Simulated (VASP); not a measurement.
Runs of VASP 6.6.1 on ZnS. The structure is that of space group F-43m (No. 216), or close to it. The cells are those of the table. 

```tsv
cell	gap on the mesh (eV)	pressure (GPa)
a = 3.812, b = 3.812, c = 3.696 Å, angles 61.0, 61.0, 58.0°, 2 atoms	(b)	2.6
a = 3.753 Å, angles 60.0°, 2 atoms	2.93	4.0
a = 3.725, b = 3.725, c = 3.696 Å, angles 60.3, 60.3, 59.5°, 2 atoms	(a)	7.1
a = 3.725, b = 3.725, c = 3.753 Å, angles 59.7, 59.7, 60.5°, 2 atoms	2.97	5.5
a = 3.754, b = 3.754, c = 3.811 Å, angles 59.5, 59.5, 61.0°, 2 atoms	2.79	2.6
```

Alike in all rows: task single point; level r2SCAN; potentials or basis VASP PAW PBE potentials, release 64 (Zn, S); no spin polarisation; k mesh 8 × 8 × 8; cutoff (eV) 520; smearing gaussian 0.05 eV.

Question: Fill in the values left out.

Answer: (a) 3.06; (b) 2.77.

Caveats: the PAW data sets were made with another functional, which shifts forces and pressure a little.

A k mesh can miss the band edges.
